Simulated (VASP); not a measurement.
ScTeAs3, 5 atoms in the cell. Symmetry: Pm-3m, No. 221, cubic system. Conventional cell: a = 5.123 Å, b = 5.123 Å, c = 5.123 Å, α = 90.00°, β = 90.00°, γ = 90.00°. Within 3.4 Å of Sc (site symmetry m-3m) lie 6 As at 2.56 Å. Te (site symmetry m-3m) has 12 As at 3.62 Å and 8 Sc at 4.44 Å within 4.8 Å. As (site symmetry 4/mmm) has 2 Sc at 2.56 Å within 3.4 Å. The cell was generated, and may not be a known phase.

- Program: VASP 6.6.1
- Task: relaxation of cell and atoms
- Functional: PBE
- Potentials or basis: VASP PAW PBE potentials, release 64 (Sc_sv, Te, As)
- Cutoff: 600 eV
- k mesh: 8 × 8 × 8
- Occupations: gaussian, width 0.1 eV
- Spin: no spin polarisation
- Dipole correction: no
- Further INCAR settings: ALGO = Fast; EDIFF = 1e-07; IBRION = 2; EDIFFG = -0.01; NSW = 100; ISIF = 3

Potentials or basis: VASP PAW PBE potentials, release 64 (Sc_sv, Te, As).

The run is started by

```bash
$ cat potpaw_PBE.64/Sc_sv/POTCAR potpaw_PBE.64/Te/POTCAR potpaw_PBE.64/As/POTCAR > POTCAR
$ mpirun -np 1 vasp_std > vasp.out
```

Hardware: 1 thread of Oxide Virtual Turin-like Processor, on a shared host.

Problem. How long does it take, and how much memory?

Solution. Wall time 4.1 min on 1 thread of Oxide Virtual Turin-like Processor, with other jobs on the host, peak memory 0.32 GiB. Counts: scf iterations 18, k points 35, ion steps 1.
